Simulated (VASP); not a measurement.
# AlN (P6_3mc) in VASP: notebook, part 2 of 2

VASP 6.6.1.

### Step 4. Relaxation of cell and atoms, PBEsol, target pressure 7 GPa, at which the enthalpy is minimised

The input, INCAR:

```
SYSTEM = AlN
  PREC = Accurate
  ENCUT = 600
  EDIFF = 1E-6
  ISMEAR = 0
  SIGMA = 0.01
  LREAL = .FALSE.
  LASPH = .TRUE.
  NELM = 80
  ALGO = Normal
  ISIF = 3
  LWAVE = .FALSE.
  LCHARG = .FALSE.
  GGA = PS
  IBRION = 2
  NSW = 100
  EDIFFG = -0.002
  PSTRESS = 70.0
```

The input, KPOINTS:

```
Automatic mesh
0
G
  8 8 6
  0 0 0
```

The input, POSCAR:

```
AlN
1.0
    3.1138396332      0.0000000000      0.0000000000
   -1.5569198166      2.6966642256      0.0000000000
    0.0000000000      0.0000000000      4.9828539278
Al N
2 2
Direct
    0.3333333333      0.6666666667     -0.0010087549
    0.6666666667      0.3333333333      0.4989912451
    0.3333333333      0.6666666667      0.3810087549
    0.6666666667      0.3333333333      0.8810087549
```

The run is started by

```console
> cat potpaw_PBE.64/Al/POTCAR potpaw_PBE.64/N/POTCAR > POTCAR
> mpirun -np 1 vasp_std > vasp.out
```

Wall time 63 s (1 thread of Intel Xeon Platinum 8488C (Sapphire Rapids), shared host); peak memory 0.18 GiB.

It converged, with:

```
Free energy                                                : -31.2873 eV
Relaxed volume                                             : 10.12 Å³/atom
Relaxed cell                                               : a = 3.082 Å, b = 3.082 Å, c = 4.920 Å, α = 90.00°, β = 90.00°, γ = 120.00°
Space group after relaxing (to 0.1 Å)                      : P6_3mc (No. 186)
Energy change on relaxing (the run minimises the enthalpy) : +7.1 meV/atom
Ionic steps                                                : 8
Pressure after relaxing                                    : 7.0 GPa
Band gap on the k mesh                                     : 4.39 eV
```

Step by step:
| step | energy change (eV) | largest force (eV/Å) | pressure (GPa) | volume (Å³) |
| --- | --- | --- | --- | --- |
| 1 | 0.0000 | 0.0003 | -0.19 | 41.84 |
| 2 | 0.1278 | 0.0282 | 15.73 | 39.06 |
| 3 | 0.0278 | 0.0134 | 6.94 | 40.49 |
| 4 | 0.0290 | 0.0137 | 7.09 | 40.46 |
| 5 | 0.0291 | 0.0167 | 7.09 | 40.46 |
| 6 | 0.0292 | 0.0189 | 7.09 | 40.46 |
| 7 | 0.0277 | 0.0143 | 6.90 | 40.49 |
| 8 | 0.0283 | 0.0004 | 6.98 | 40.48 |

Final structure:
```xyz
4
Lattice="3.0820 0.0000 0.0000 -1.5410 2.6691 0.0000 0.0000 0.0000 4.9203" Properties=species:S:1:pos:R:3 pbc="T T T"
Al    0.0000    1.7794    4.9136
Al    1.5410    0.8897    2.4534
N     0.0000    1.7794    1.8764
N     1.5410    0.8897    4.3365
```

Levels at points of the mesh, in eV from the valence-band top:
```
           k point  band 5  band 6  band 7  band 8  band 9  band 10  band 11  band 12
(0.00, 0.00, 0.00)   -0.93   -0.26   -0.26    0.00    4.39     6.79    10.76    11.21
(0.50, 0.00, 0.00)   -3.47   -2.19   -1.87   -0.73    5.74     5.75     8.33    10.38
(0.00, 0.00, 0.50)   -0.61   -0.61   -0.61   -0.61    6.63     6.63    10.46    10.46
(0.50, 0.00, 0.50)   -1.55   -1.55   -1.42   -1.42    5.27     5.27     9.30     9.30
```

Caveat: the cell is relaxed towards a set pressure, so the run minimises the enthalpy, not the energy; the PAW data sets were made with another functional, which shifts forces and pressure a little. A k mesh can miss the band edges.

### Step 5. Relaxation of cell and atoms, PBEsol, target pressure 10 GPa, at which the enthalpy is minimised

The input, INCAR:

```
ALGO = Normal ; EDIFF = 1E-6
EDIFFG = -0.002 ; ENCUT = 600
GGA = PS ; IBRION = 2
ISIF = 3 ; ISMEAR = 0
LASPH = T ; LCHARG = F
LREAL = F ; LWAVE = F
NELM = 60 ; NSW = 100
PREC = Accurate ; PSTRESS = 100.0
SIGMA = 0.01
```

The input, KPOINTS:

```
k-points
0
Gamma
  8 8 6
```

POSCAR is that of step 4.

Potentials or basis: VASP PAW PBE potentials, release 64 (Al, N).

The run is started by

```console
> cat potpaw_PBE.64/Al/POTCAR potpaw_PBE.64/N/POTCAR > POTCAR
> mpirun -np 1 vasp_std > vasp.out
```

OUTCAR:

```text
EDIFF = 1E-6
   EDIFFG = -0.002
   ENCUT = 600
   GGA = PS
   IBRION = 2
   ISIF = 3
   ISMEAR = 0
   LASPH = T
   LREAL = F
   NELM = 60
   NSW = 100
   PREC = Accurate
   PSTRESS = 100.0

 ion  position               nearest neighbor table
   1  0.333  0.667  0.999-   4 1.89   4 1.89   4 1.89   3 1.90   2 3.07   2 3.07   2 3.07   2 3.07
                             2 3.07   2 3.07
   2  0.667  0.333  0.499-   3 1.89   3 1.89   3 1.89   4 1.90   1 3.07   1 3.07   1 3.07   1 3.07
                             1 3.07   1 3.07
   3  0.333  0.667  0.381-   2 1.89   2 1.89   2 1.89   1 1.90
   4  0.667  0.333  0.881-   1 1.89   1 1.89   1 1.89   2 1.90

  LATTYP: Found a hexagonal cell.
 ALAT       =     3.1138396332
 C/A-ratio  =     1.6002281796

  Lattice vectors:

 A1 = (   3.1138396332,   0.0000000000,   0.0000000000)
 A2 = (  -1.5569198166,   2.6966642256,   0.0000000000)
 A3 = (   0.0000000000,   0.0000000000,   4.9828539278)

Analysis of symmetry for initial positions (statically):
=====================================================================
 Subroutine PRICEL returns:
 Original cell was already a primitive cell.

[... 185 lines left out ...]
  Total       -0.0528785     -0.0528785     -0.0412919      0.0000000      0.0000000     -0.0000000
  in kB       -2.0248284     -2.0248284     -1.5811542      0.0000000      0.0000000     -0.0000000
  external PRESSURE =    -101.8769370 kB  Pullay stress =     100.0000000 kB
[... 307 lines left out ...]
--------------------------------------- Ionic step        9  -------------------------------------------

 number of electron      16.0000001 magnetization

 Free energy of the ion-electron system (eV)
  ---------------------------------------------------
  ext. energy  EPLUGINS =         0.00000000
  ---------------------------------------------------
  free energy    TOTEN  =       -31.26013686 eV

  energy without entropy =      -31.26013686  energy(sigma->0) =      -31.26013686

 E-fermi :   6.6122     XC(G=0): -11.3021

 val. band max:        6.5324184336   @ k =   0.0000   0.0000   0.0000
 cond. band min:      11.0261531726   @ k =   0.0000   0.0000   0.0000
 fundamental gap:      4.4937347390
 Fermi energy:         6.6122232595

 k-point     1 :       0.0000    0.0000    0.0000
  band No.  band energies     occupation
      1      -8.9442      2.00000
      2      -6.6007      2.00000
      3       0.2540      2.00000
      4       5.5804      2.00000
      5       5.5804      2.00000
      6       6.2556      2.00000
      7       6.2556      2.00000
      8       6.5324      2.00000
      9      11.0262      0.00000
     10      13.4204      0.00000
     11      17.4007      0.00000
     12      17.8151      0.00000
[... 331 lines left out ...]
 k-point    24 :       0.3750   -0.0000    0.3333
  band No.  band energies     occupation
      1      -7.0364      2.00000
      2      -6.3697      2.00000
      3       1.0009      2.00000
      4       1.6891      2.00000
      5       3.9862      2.00000
      6       4.7520      2.00000
      7       5.4509      2.00000
      8       5.5271      2.00000
      9      11.8613      0.00000
     10      12.7449      0.00000
     11      15.7198      0.00000
     12      16.6938      0.00000

 [... further k-points ...]
[... 5 lines left out ...]
  --------------------------------------------------------------------------------------
  -------------------------------------------------------------------------------------
  Total        2.4881035      2.4881035      2.4869791      0.0000000      0.0000000      0.0000000
  in kB       99.7577324     99.7577324     99.7126483      0.0000000      0.0000000      0.0000000
  external PRESSURE =      -0.2572956 kB  Pullay stress =     100.0000000 kB
[... 23 lines left out ...]
  energy  without entropy=      -31.2601368623  energy(sigma->0) =      -31.26013686

  enthalpy is  TOTEN    =       -28.7659908276 eV   P V=        2.4941460348

 reached required accuracy - stopping structural energy minimisation
```

Wall time 68 s (1 thread of Intel Xeon Platinum 8488C (Sapphire Rapids), shared host); peak memory 0.18 GiB.

What came out:

```yaml
Free_energy: -31.2601 eV
Relaxed_volume: 9.99 Å³/atom
Relaxed_cell: a = 3.070 Å, b = 3.070 Å, c = 4.896 Å, α = 90.00°, β = 90.00°, γ = 120.00°
Space_group_after_relaxing_to_0.1_Å: P6_3mc (No. 186)
Energy_change_on_relaxing_the_run_minimises_the_enthalpy: +13.9 meV/atom
Ionic_steps: 9
Pressure_after_relaxing: 10.0 GPa
Band_gap_on_the_k_mesh: 4.49 eV
```

The path:
| step | energy change (eV) | largest force (eV/Å) | pressure (GPa) | volume (Å³) |
| --- | --- | --- | --- | --- |
| 1 | 0.0000 | 0.0003 | -0.19 | 41.84 |
| 2 | 0.2657 | 0.0424 | 23.81 | 37.94 |
| 3 | 0.0541 | 0.0188 | 9.88 | 39.99 |
| 4 | 0.0564 | 0.0191 | 10.10 | 39.95 |
| 5 | 0.0565 | 0.0244 | 10.10 | 39.95 |
| 6 | 0.0567 | 0.0285 | 10.10 | 39.94 |
| 7 | 0.0546 | 0.0223 | 9.88 | 39.98 |
| 8 | 0.0555 | 0.0002 | 9.97 | 39.96 |
| 9 | 0.0555 | 0.0006 | 9.97 | 39.96 |

Final structure:
```cif
data_structure
_symmetry_space_group_name_H-M 'P 1'
_symmetry_Int_Tables_number 1
_cell_length_a 3.0701
_cell_length_b 3.0701
_cell_length_c 4.8956
_cell_angle_alpha 90.000
_cell_angle_beta 90.000
_cell_angle_gamma 120.000
_cell_volume 39.96
loop_
_atom_site_label
_atom_site_type_symbol
_atom_site_fract_x
_atom_site_fract_y
_atom_site_fract_z
_atom_site_occupancy
Al1 Al 0.33333 0.66667 0.99847 1
Al2 Al 0.66667 0.33333 0.49847 1
N1 N 0.33333 0.66667 0.38153 1
N2 N 0.66667 0.33333 0.88153 1
```

Caveat: the cell is relaxed towards a set pressure, so the run minimises the enthalpy, not the energy; the PAW data sets were made with another functional, which shifts forces and pressure a little.

### Step 6. Relaxation of cell and atoms, PBEsol, target pressure 15 GPa, at which the enthalpy is minimised

The input, INCAR:

```
PREC = Accurate
ENCUT = 600
EDIFF = 1E-7
ISMEAR = 0
SIGMA = 0.01
LREAL = False
LASPH = True
NELM = 100
ALGO = Normal
ISIF = 3
LWAVE = False
LCHARG = False
GGA = PS
IBRION = 2
NSW = 100
EDIFFG = -0.002
PSTRESS = 150.0
```

The input, KPOINTS:

```
Automatic mesh
0
Gamma
  8 8 6
```

POSCAR is that of step 5.

Potentials or basis: VASP PAW PBE potentials, release 64 (Al, N).

The run is started by

```console
> cat potpaw_PBE.64/Al/POTCAR potpaw_PBE.64/N/POTCAR > POTCAR
> mpirun -np 1 vasp_std > vasp.out
```

It took 76 s on 1 thread of Intel Xeon Platinum 8488C (Sapphire Rapids), shared host; peak memory 0.18 GiB.

It converged, with:

```yaml
Free_energy: -31.1981 eV
Relaxed_volume: 9.79 Å³/atom
Relaxed_cell: a = 3.052 Å, b = 3.052 Å, c = 4.856 Å, α = 90.00°, β = 90.00°, γ = 120.00°
Space_group_after_relaxing_to_0.1_Å: P6_3mc (No. 186)
Energy_change_on_relaxing_the_run_minimises_the_enthalpy: +29.4 meV/atom
Ionic_steps: 8
Pressure_after_relaxing: 15.0 GPa
Band_gap_on_the_k_mesh: 4.66 eV
```

Step by step:
| step | energy change (eV) | largest force (eV/Å) | pressure (GPa) | volume (Å³) |
| --- | --- | --- | --- | --- |
| 1 | 0.0000 | 0.0003 | -0.13 | 41.84 |
| 2 | 0.6175 | 0.0695 | 39.32 | 36.14 |
| 3 | 0.1126 | 0.0279 | 14.71 | 39.22 |
| 4 | 0.1174 | 0.0285 | 15.03 | 39.17 |
| 5 | 0.1176 | 0.0374 | 15.03 | 39.16 |
| 6 | 0.1180 | 0.0456 | 15.03 | 39.16 |
| 7 | 0.1174 | 0.0202 | 14.97 | 39.16 |
| 8 | 0.1175 | 0.0004 | 14.99 | 39.16 |

Final structure:
```xyz
4
Lattice="3.0516 0.0000 0.0000 -1.5258 2.6428 0.0000 0.0000 0.0000 4.8559" Properties=species:S:1:pos:R:3 pbc="T T T"
Al    0.0000    1.7619    4.8470
Al    1.5258    0.8809    2.4190
N     0.0000    1.7619    1.8542
N     1.5258    0.8809    4.2822
```

Levels at points of the mesh, in eV from the valence-band top:
```tsv
k point	band 4	band 5	band 6	band 7	band 8	band 9	band 10	band 11	band 12
(0.00, 0.00, 0.00)	-0.99	-0.99	-0.31	-0.31	0.00	4.66	7.03	11.04	11.39
(0.50, 0.00, 0.00)	-4.39	-3.58	-2.29	-1.94	-0.77	5.81	5.82	8.59	10.59
(0.00, 0.00, 0.50)	-3.48	-0.66	-0.66	-0.66	-0.66	6.88	6.88	10.72	10.72
(0.50, 0.00, 0.50)	-5.97	-1.62	-1.62	-1.46	-1.46	5.37	5.37	9.47	9.47
```

Caveat: the cell is relaxed towards a set pressure, so the run minimises the enthalpy, not the energy; the PAW data sets were made with another functional, which shifts forces and pressure a little. A k mesh can miss the band edges.

### Step 7. The runs side by side

```tsv
cell	gap on the mesh (eV)	pressure (GPa)
relaxed to 2 GPa	4.20	2.0
relaxed to 4 GPa	4.28	4.0
relaxed to 7 GPa	4.39	7.0
relaxed to 10 GPa	4.49	10.0
relaxed to 15 GPa	4.66	15.0
```

Alike in all rows: task relaxation of cell and atoms; level PBEsol; potentials or basis VASP PAW PBE potentials, release 64 (Al, N); no spin polarisation; k mesh 8 × 8 × 6; cutoff (eV) 600; smearing gaussian 0.01 eV.

Caveats: the cell is relaxed towards a set pressure, so the run minimises the enthalpy, not the energy; the PAW data sets were made with another functional, which shifts forces and pressure a little.

Total energies depend on the potentials used, so only differences within one code and one set of settings carry meaning.
